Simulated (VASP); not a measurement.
# InAs (P-6m2) in VASP: a series of runs

Aim: see how the results for InAs move with the level of theory and the settings. Levels: PBE-based screened hybrid with 30 % exact exchange, PBE-based screened hybrid with 40 % exact exchange, PBE-based screened hybrid with 10 % exact exchange, PBE-based screened hybrid with 15 % exact exchange. Tasks: single point.

All numbers are computed with VASP 6.6.1; they aren't measurements. Logs are shortened: lines on timing, memory, paths and dates and some standing lists are left out, and cuts for length are marked.

## Step 1: The cell of the first run

It takes space group P-6m2 (No. 187, hexagonal). The conventional cell has a = 4.731 Å, b = 4.731 Å, c = 2.911 Å, α = 90.00°, β = 90.00°, γ = 120.00°. Within 3.6 Å of In (site symmetry -6m2) lie 3 As at 2.73 Å and 2 In at 2.91 Å. Within 3.6 Å of As (site symmetry -6m2) lie 3 In at 2.73 Å and 2 As at 2.91 Å.

## Step 2: Single point, PBE-based screened hybrid with 30 % exact exchange

POSCAR

```
InAs
1.0
    4.7312200000      0.0000000000      0.0000000000
   -2.3656100000      4.0973600000      0.0000000000
    0.0000000000      0.0000000000      2.9108900000
In As
1 1
Direct
    0.0000000000      0.0000000000      0.0000000000
    0.6666700000      0.3333300000      0.0000000000
```

INCAR.step1

```
SYSTEM = InAs
PREC = Accurate
ENCUT = 520
EDIFF = 1E-5
ISMEAR = -1
SIGMA = 0.05
LREAL = .False.
LASPH = .True.
NELM = 80
ALGO = Normal
ISIF = 2
LWAVE = .True.
GGA = PE
NBANDS = 16
```

INCAR.step2

```
SYSTEM = InAs
PREC = Accurate
ENCUT = 520
EDIFF = 1E-6
ISMEAR = -1
SIGMA = 0.05
LREAL = .False.
LASPH = .True.
NELM = 80
ALGO = Normal
ISIF = 2
LWAVE = .False.
LCHARG = .True.
GGA = PE
LHFCALC = .True.
AEXX = 0.3
HFSCREEN = 0.2
PRECFOCK = Normal
LELF = .True.
LVHAR = .True.
ISTART = 1
NBANDS = 16
```

KPOINTS

```
Automatic mesh
0
Gamma
  4 4 5
  0 0 0
```

Potentials or basis: VASP PAW PBE potentials, release 64 (In_d, As).

Run with:

```
$ cat potpaw_PBE.64/In_d/POTCAR potpaw_PBE.64/As/POTCAR > POTCAR
$ cp INCAR.step1 INCAR
$ mpirun -np 1 vasp_std > vasp.out
$ cp INCAR.step2 INCAR
$ mpirun -np 1 vasp_std > vasp.out
```

OUTCAR:

```text
SYSTEM = InAs
   PREC = Accurate
   ENCUT = 520
   EDIFF = 1E-6
   ISMEAR = -1
   LREAL = .False.
   LASPH = .True.
   NELM = 80
   ISIF = 2
   GGA = PE
   LHFCALC = .True.
   AEXX = 0.3
   HFSCREEN = 0.2
   PRECFOCK = Normal
   ISTART = 1

 ion  position               nearest neighbor table
   1  0.000  0.000  0.000-   2 2.73   2 2.73   2 2.73
   2  0.667  0.333  0.000-   1 2.73   1 2.73   1 2.73

  LATTYP: Found a hexagonal cell.
 ALAT       =     4.7312200000
 C/A-ratio  =     0.6152514573

  Lattice vectors:

 A1 = (   4.7312200000,   0.0000000000,   0.0000000000)
 A2 = (  -2.3656100000,   4.0973600000,   0.0000000000)
 A3 = (   0.0000000000,   0.0000000000,   2.9108900000)

Analysis of symmetry for initial positions (statically):
=====================================================================
 Subroutine PRICEL returns:
 Original cell was already a primitive cell.

 Routine SETGRP: Setting up the symmetry group for a
 hexagonal supercell.

 Subroutine GETGRP returns: Found  4 space group operations
 (whereof  4 operations were pure point group operations)
 out of a pool of 24 trial point group operations.

The static configuration has the point symmetry C_2v.

Analysis of symmetry for dynamics (positions and initial velocities):
=====================================================================
 Subroutine PRICEL returns:
 Original cell was already a primitive cell.

 Routine SETGRP: Setting up the symmetry group for a
 hexagonal supercell.

 Subroutine GETGRP returns: Found  4 space group operations
 (whereof  4 operations were pure point group operations)
 out of a pool of 24 trial point group operations.

The dynamic configuration has the point symmetry C_2v.

 Subroutine INISYM returns: Found  4 space group operations
 (whereof  4 operations are pure point group operations),
 and found     1 'primitive' translations

----------------------------------------------------------------------------------------

                                     Primitive cell

  volume of cell :      56.4291

[... 83 lines left out ...]
   NELM   =     80;   NELMIN=  2; NELMDL=  0     # of ELM steps
   EDIFF  = 0.1E-05   stopping-criterion for ELM
   LREAL  =      F    real-space projection
   EDIFFG = 0.1E-04   stopping-criterion for IOM
   NSW    =      0    number of steps for IOM
   IBRION =     -1    ionic relax: 0-MD 1-quasi-New 2-CG
   NFREE  =      0    steps in history (QN), initial steepest desc. (CG)
   ISIF   =      2    stress and relaxation
   ISYM   =      3    0-nonsym 1-usesym 2-fastsym
   POTIM  = 0.5000    time-step for ionic-motion
   TEBEG  =    0.0;   TEEND  =   0.0 temperature during run
   PSTRESS=    0.0 pullay stress
   NELECT =      18.0000    total number of electrons
   NUPDOWN=      -1.0000    fix difference up-down
   EMIN   =  10.00;   EMAX   =-10.00  energy-range for DOS
   EFERMI =   0.00;   METHOD = LEGACY
   ISMEAR =    -1;   SIGMA  =   0.05  broadening in eV -4-tet -1-fermi 0-gaus
   EFERMI_NEDOS =   21; number of points for ismear=-14 and -15
   IALGO  =     38    algorithm
   IMIX   =      1    mixing-type and parameters
     AMIX     =   0.40;   BMIX     =  1.00
     AMIX_MAG =   1.60;   BMIX_MAG =  1.00
  volume/ion in A,a.u.               =      28.21       190.40
  Fermi-wavevector in a.u.,A,eV,Ry     =   1.118574  2.113798 17.023710  1.251207
  Thomas-Fermi vector in A             =   2.255206
   LORBIT       =      0    0 simple, 1 ext, 2 COOP (PROOUT), +10 PAW based schemes
   GGA     = PE    functional components
   LHFCALC =     T    Hartree Fock is set to
   PRECFOCK=normal    Normal, Fast or Accurate (Low or Medium for compatibility)
   ENCUT4O =  -1.0   cutoff for four orbital integrals eV
   NKREDX  =     1    reduce k-point grid by
   NKREDY  =     1    reduce k-point grid by
   NKREDZ  =     1    reduce k-point grid by
   AEXX    =    0.3000 exact exchange contribution
   HFSCREEN=    0.2000 screening length (either q_TF or 0.3 A-1)
   HFSCREENC=   0.2000 screening length for correlation (either q_TF or 0.3 A-1)
   ENCUTFOCK=  -1.0 apply spherical cutoff to Coloumb kernel
   IVDW    =     0    specifies the selected vdW correction
   LEPSILON=     F    determine dielectric tensor
   LRPA    =     F    only Hartree local field effects (RPA)
 non-spin polarized calculation
  energy-cutoff  :      520.00
  volume of cell :       56.43
 maximum number of plane-waves:      1541
  NGX = 28; NGY = 28; NGZ = 18

 number of electron      17.9999995 magnetization

 Free energy of the ion-electron system (eV)
  ---------------------------------------------------
  ext. energy  EPLUGINS =         0.00000000
  ---------------------------------------------------
  free energy    TOTEN  =        -8.29988773 eV

  energy without entropy =       -8.29259552  energy(sigma->0) =       -8.29624163

 E-fermi :   4.6036     XC(G=0):  -7.2886

 val. band max:        4.5235045391   @ k =   0.2500   0.2500   0.4000
 cond. band min:       4.8262918954   @ k =   0.0000   0.0000   0.2000
 fundamental gap:      0.3027873563
 Fermi energy:         4.6035746294

 k-point     1 :       0.0000    0.0000    0.0000
  band No.  band energies     occupation
      1     -12.7925      2.00000
      2     -12.3348      2.00000
      3     -12.3348      2.00000
      4     -12.0408      2.00000
      5     -12.0408      2.00000
      6      -9.7550      2.00000
[... 376 lines left out ...]
      3     -12.3190      2.00000
      4     -12.2531      2.00000
      5     -11.9845      2.00000
      6      -6.6465      2.00000
[... 8 lines left out ...]
     15      14.2948      0.00000
     16      15.1522      0.00000

------------------------ aborting loop because EDIFF is reached ----------------------------------------

  FORCE on cell =-STRESS in cart. coord.  units (eV):
  Direction    XX          YY          ZZ          XY          YZ          ZX
  --------------------------------------------------------------------------------------
  -------------------------------------------------------------------------------------
  Total        0.5572671      0.5570826     -1.3619276     -0.0001606      0.0000000      0.0000000
  in kB       15.8223474     15.8171084    -38.6688761     -0.0045591      0.0000000      0.0000000
  external PRESSURE =      -2.3431401 kB  Pullay stress =       0.0000000 kB

 VOLUME and BASIS-vectors are now :
 -----------------------------------------------------------------------------
  energy-cutoff  :      520.00
  volume of cell :       56.43
      direct lattice vectors                 reciprocal lattice vectors
     4.731220000  0.000000000  0.000000000     0.211361974  0.122029795  0.000000000
    -2.365610000  4.097360000  0.000000000     0.000000000  0.244059590  0.000000000
     0.000000000  0.000000000  2.910890000     0.000000000  0.000000000  0.343537544

 POSITION                                       TOTAL-FORCE (eV/Angst)
 -----------------------------------------------------------------------------------
      0.00000      0.00000      0.00000         0.000155     -0.000089      0.000000
      2.36563      1.36577      0.00000        -0.000155      0.000089      0.000000
 -----------------------------------------------------------------------------------
    total drift:                               -0.000012     -0.000018     -0.000002

  FREE ENERGIE OF THE ION-ELECTRON SYSTEM (eV)
  ---------------------------------------------------
  free  energy   TOTEN  =        -8.2998877337 eV

  energy  without entropy=       -8.2925955233  energy(sigma->0) =       -8.29624163
```

OUTCAR.step1:

```text
SYSTEM = InAs
   PREC = Accurate
   ENCUT = 520
   EDIFF = 1E-5
   ISMEAR = -1
   LREAL = .False.
[... 615 lines left out ...]
      0.00000      0.00000      0.00000         0.000158     -0.000091      0.000000
      2.36563      1.36577      0.00000        -0.000158      0.000091      0.000000
 -----------------------------------------------------------------------------------
    total drift:                                0.000004     -0.000041      0.000000

  FREE ENERGIE OF THE ION-ELECTRON SYSTEM (eV)
  ---------------------------------------------------
  free  energy   TOTEN  =        -6.7551202323 eV

  energy  without entropy=       -6.7403999533  energy(sigma->0) =       -6.74776009
```

Wall time 38 min (1 thread of Oxide Virtual Turin-like, shared host); peak memory 0.26 GiB.

Results:

| Quantity | Value |
| --- | --- |
| Free energy | -8.2999 eV |
| Pressure | -0.2 GPa |
| Band gap on the k mesh | zero (bands 9 and 10 overlap by 1.79 eV) |

Stress tensor (GPa, compression positive):
```
 1.58  0.00  0.00
 0.00  1.58  0.00
 0.00  0.00 -3.87
```

Levels at points of the mesh, in eV from the Fermi level:
| k point | band 5 | band 6 | band 7 | band 8 | band 9 | band 10 | band 11 | band 12 | band 13 | band 14 |
| --- | --- | --- | --- | --- | --- | --- | --- | --- | --- | --- |
| (0.00, 0.00, 0.00) | -16.64 | -14.36 | -4.57 | -3.27 | -3.27 | 2.41 | 2.41 | 4.73 | 5.77 | 10.16 |
| (0.50, 0.00, 0.00) | -16.64 | -13.54 | -8.40 | -4.29 | -1.11 | 4.99 | 5.12 | 6.56 | 7.74 | 9.53 |
| (0.50, 0.50, 0.00) | -16.64 | -13.54 | -8.40 | -4.29 | -1.11 | 4.99 | 5.12 | 6.56 | 7.74 | 9.53 |

Caveat: the k points lie up to 0.43 Å⁻¹ apart, too coarse for converged energies and pressures of a metal; the PAW data sets were made with another functional, which shifts forces and pressure a little; spin-orbit coupling is left out, which moves the levels of the heavy elements.

## Step 3: Single point, PBE-based screened hybrid with 40 % exact exchange

POSCAR is that of step 2.

INCAR.step1

```
PREC     = Accurate       # precision mode
ENCUT    = 520            # plane-wave cutoff, eV
EDIFF    = 1E-5           # SCF threshold, eV
ISMEAR   = -1             # smearing method
SIGMA    = 0.05           # smearing width, eV
LREAL    = F              # projectors in reciprocal space
LASPH    = T              # aspherical terms in the spheres
NELM     = 100            # most SCF steps
ALGO     = Normal         # electronic algorithm
ISIF     = 2              # what is computed and relaxed
LWAVE    = T              # write WAVECAR
LCHARG   = F              # write CHGCAR
NBANDS   = 16             # bands
GGA      = PE             # functional
```

INCAR.step2

```
PREC     = Accurate       # precision mode
ENCUT    = 520            # plane-wave cutoff, eV
EDIFF    = 1E-6           # SCF threshold, eV
ISMEAR   = -1             # smearing method
SIGMA    = 0.05           # smearing width, eV
LREAL    = F              # projectors in reciprocal space
LASPH    = T              # aspherical terms in the spheres
NELM     = 100            # most SCF steps
ALGO     = Normal         # electronic algorithm
ISIF     = 2              # what is computed and relaxed
LWAVE    = F              # write WAVECAR
LCHARG   = F              # write CHGCAR
GGA      = PE             # functional
LHFCALC  = T              # exact exchange
AEXX     = 0.4            # exact-exchange fraction
HFSCREEN = 0.2            # screening, 1/A
PRECFOCK = Normal       
NBANDS   = 16             # bands
ISTART   = 1
```

KPOINTS

```
Automatic mesh
0
Gamma
  4 4 5
```

Potentials or basis: VASP PAW PBE potentials, release 64 (In_d, As).

Run with:

```
$ cat potpaw_PBE.64/In_d/POTCAR potpaw_PBE.64/As/POTCAR > POTCAR
$ cp INCAR.step1 INCAR
$ mpirun -np 1 vasp_std > vasp.out
$ cp INCAR.step2 INCAR
$ mpirun -np 1 vasp_std > vasp.out
```

It took 53 min on 1 thread of Oxide Virtual Turin-like, shared host; peak memory 0.27 GiB.

Results (log left out):

```
Free energy            : -8.8581 eV
Pressure               : -0.9 GPa
Band gap on the k mesh : zero (bands 9 and 10 overlap by 1.87 eV)
```

Stress tensor (GPa, compression positive):
```
 0.93  0.00  0.00
 0.00  0.93  0.00
 0.00  0.00 -4.45
```

Levels at points of the mesh, in eV from the Fermi level:
```csv
k point,band 6,band 7,band 8,band 9,band 10,band 11,band 12,band 13
"(0.00, 0.00, 0.00)",-14.93,-4.68,-3.45,-3.45,2.57,2.57,5.09,5.96
"(0.50, 0.00, 0.00)",-14.09,-8.75,-4.50,-1.10,5.22,5.50,6.87,7.99
"(0.50, 0.50, 0.00)",-14.09,-8.75,-4.50,-1.10,5.22,5.50,6.87,7.99
```

Caveat: the k points lie up to 0.43 Å⁻¹ apart, too coarse for converged energies and pressures of a metal; the PAW data sets were made with another functional, which shifts forces and pressure a little; spin-orbit coupling is left out, which moves the levels of the heavy elements.

## Step 4: Single point, PBE-based screened hybrid with 10 % exact exchange

POSCAR is that of step 3.

INCAR.step1

```
SYSTEM = InAs
  PREC = Accurate
  ENCUT = 520
  EDIFF = 1E-5
  ISMEAR = -1
  SIGMA = 0.05
  LREAL = .FALSE.
  LASPH = .TRUE.
  NELM = 60
  ALGO = Normal
  ISIF = 2
  LWAVE = .TRUE.
  LCHARG = .FALSE.
  NBANDS = 16
  GGA = PE
```

INCAR.step2

```
SYSTEM = InAs
  PREC = Accurate
  ENCUT = 520
  EDIFF = 1E-7
  ISMEAR = -1
  SIGMA = 0.05
  LREAL = .FALSE.
  LASPH = .TRUE.
  NELM = 60
  ALGO = Normal
  ISIF = 2
  LWAVE = .FALSE.
  LCHARG = .FALSE.
  GGA = PE
  LHFCALC = .TRUE.
  AEXX = 0.1
  HFSCREEN = 0.2
  PRECFOCK = Normal
  NBANDS = 16
  ISTART = 1
```

KPOINTS

```
Automatic mesh
0
G
  4 4 5
  0 0 0
```

Run with:

```
$ cat potpaw_PBE.64/In_d/POTCAR potpaw_PBE.64/As/POTCAR > POTCAR
$ cp INCAR.step1 INCAR
$ mpirun -np 1 vasp_std > vasp.out
$ cp INCAR.step2 INCAR
$ mpirun -np 1 vasp_std > vasp.out
```

Wall time 54 min (1 thread of Oxide Virtual Turin-like, shared host); peak memory 0.26 GiB.

The run converged. Its results:

- Free energy: -7.2465 eV
- Pressure: 1.3 GPa
- Band gap on the k mesh: zero (bands 9 and 10 overlap by 1.52 eV)

Stress tensor (GPa, compression positive):
```
 2.80  0.00  0.00
 0.00  2.79  0.00
 0.00  0.00 -1.70
```

Levels at points of the mesh, in eV from the Fermi level:
```tsv
k point	band 6	band 7	band 8	band 9	band 10	band 11	band 12	band 13
(0.00, 0.00, 0.00)	-13.14	-4.31	-2.85	-2.85	2.13	2.13	4.08	5.43
(0.50, 0.00, 0.00)	-12.38	-7.67	-3.83	-1.09	4.44	4.57	5.99	7.26
(0.50, 0.50, 0.00)	-12.38	-7.67	-3.83	-1.09	4.44	4.57	5.99	7.26
```

Caveat: the k points lie up to 0.43 Å⁻¹ apart, too coarse for converged energies and pressures of a metal; the PAW data sets were made with another functional, which shifts forces and pressure a little; spin-orbit coupling is left out, which moves the levels of the heavy elements.

## Step 5: Single point, PBE-based screened hybrid with 15 % exact exchange

POSCAR is that of step 4.

INCAR.step1

```
SYSTEM = InAs
PREC = Accurate
ENCUT = 520
EDIFF = 1E-5
ISMEAR = -1
SIGMA = 0.05
LREAL = .FALSE.
LASPH = .TRUE.
NELM = 80
ALGO = Normal
ISIF = 2
LWAVE = .TRUE.
LCHARG = .FALSE.
GGA = PE
NBANDS = 16
```

INCAR.step2

```
SYSTEM = InAs
PREC = Accurate
ENCUT = 520
EDIFF = 1E-7
ISMEAR = -1
SIGMA = 0.05
LREAL = .FALSE.
LASPH = .TRUE.
NELM = 80
ALGO = Normal
ISIF = 2
LWAVE = .FALSE.
LCHARG = .FALSE.
GGA = PE
LHFCALC = .TRUE.
AEXX = 0.15
HFSCREEN = 0.2
PRECFOCK = Normal
ISTART = 1
NBANDS = 16
```

KPOINTS

```
regular mesh
0
G
  4 4 5
  0 0 0
```

Run with:

```
$ cat potpaw_PBE.64/In_d/POTCAR potpaw_PBE.64/As/POTCAR > POTCAR
$ cp INCAR.step1 INCAR
$ mpirun -np 1 vasp_std > vasp.out
$ cp INCAR.step2 INCAR
$ mpirun -np 1 vasp_std > vasp.out
```

Run time: 49 min. Hardware: 1 thread of Oxide Virtual Turin-like, shared host; peak memory 0.27 GiB.

Results (log left out):

- Free energy: -7.5013 eV
- Pressure: 0.9 GPa
- Band gap on the k mesh: zero (bands 9 and 10 overlap by 1.62 eV)

Stress tensor (GPa, compression positive):
```
 2.54  0.00  0.00
 0.00  2.54  0.00
 0.00  0.00 -2.35
```

Levels at points of the mesh, in eV from the Fermi level:
| k point | band 5 | band 6 | band 7 | band 8 | band 9 | band 10 | band 11 | band 12 | band 13 | band 14 |
| --- | --- | --- | --- | --- | --- | --- | --- | --- | --- | --- |
| (0.00, 0.00, 0.00) | -15.48 | -13.46 | -4.38 | -2.96 | -2.96 | 2.19 | 2.19 | 4.22 | 5.51 | 9.71 |
| (0.50, 0.00, 0.00) | -15.48 | -12.68 | -7.86 | -3.95 | -1.10 | 4.60 | 4.66 | 6.13 | 7.37 | 9.15 |
| (0.50, 0.50, 0.00) | -15.48 | -12.68 | -7.86 | -3.95 | -1.10 | 4.60 | 4.66 | 6.13 | 7.37 | 9.15 |

Caveat: the k points lie up to 0.43 Å⁻¹ apart, too coarse for converged energies and pressures of a metal; the PAW data sets were made with another functional, which shifts forces and pressure a little; spin-orbit coupling is left out, which moves the levels of the heavy elements.

## Step 6: Overview

| level | share of exact exchange | gap on the mesh (eV) | pressure (GPa) |
| --- | --- | --- | --- |
| PBE-based screened hybrid with 30 % exact exchange | 0.3 | none | -0.2 |
| PBE-based screened hybrid with 40 % exact exchange | 0.4 | none | -0.9 |
| PBE-based screened hybrid with 10 % exact exchange | 0.1 | none | 1.3 |
| PBE-based screened hybrid with 15 % exact exchange | 0.15 | none | 0.9 |

Alike in all rows: task single point; potentials or basis VASP PAW PBE potentials, release 64 (In_d, As); no spin polarisation; cell as given; k mesh 4 × 4 × 5; cutoff (eV) 520; smearing fermi-dirac 0.05 eV.

Caveats: all runs use coarse meshes; the PAW data sets were made with another functional, which shifts forces and pressure a little; spin-orbit coupling is left out, which moves the levels of the heavy elements.

Absolute energies hang on the potentials; compare differences alone.

The gap in the log of VASP goes by the Fermi energy; the results here count the filled bands.